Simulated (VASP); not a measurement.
A run of VASP 6.6.1 is set up as follows.

INCAR

```
  ALGO = Normal
  EDIFF = 1E-7
  EDIFFG = -0.005
  ENCUT = 600
  GGA = RE
  IBRION = 2
  ISIF = 3
  ISMEAR = -1
  ISPIN = 2
  IVDW = 12
  LASPH = True
  LCHARG = False
  LMAXMIX = 4
  LORBIT = 11
  LREAL = False
  LWAVE = False
  MAGMOM = 4 0
  NELM = 150
  NSW = 80
  PREC = Accurate
  SIGMA = 0.05
```

The input KPOINTS:

```
k-points
0
Gamma
  10 10 10
```

POSCAR

```
MnO
1.0
    0.0000000000      2.2239077028      2.2239077028
    2.2239077028      0.0000000000      2.2239077028
    2.2239077028      2.2239077028      0.0000000000
Mn O
1 1
Direct
    0.0000000000      0.0000000000      0.0000000000
    0.5000000000      0.5000000000      0.5000000000
```

Potentials or basis: VASP PAW PBE potentials, release 64 (Mn_pv, O).

Command:

```sh
$ cat potpaw_PBE.64/Mn_pv/POTCAR potpaw_PBE.64/O/POTCAR > POTCAR
$ mpirun -np 1 vasp_std > vasp.out
```

Question: Predict the site moments.

Answer: Mn +4.38; O +0.20 μB.

Question: Predict the relaxed volume.

Answer: 11.05 Å³/atom.

Question: Estimate the net moment.

Answer: 4.82 μB per cell.

Question: What does it give for the dispersion energy per atom?

Answer: -0.592 eV.

Final structure:
```
Mn O
1.0
     0.00000    2.22721    2.22721
     2.22721    0.00000    2.22721
     2.22721    2.22721    0.00000
Mn O
1 1
Direct
  0.00000 0.00000 0.00000
  0.50000 0.50000 0.50000
```

Caveat: the PAW data sets were made with another functional, which shifts forces and pressure a little; a cell with one magnetic atom can't hold antiferromagnetic order, which such compounds often take.
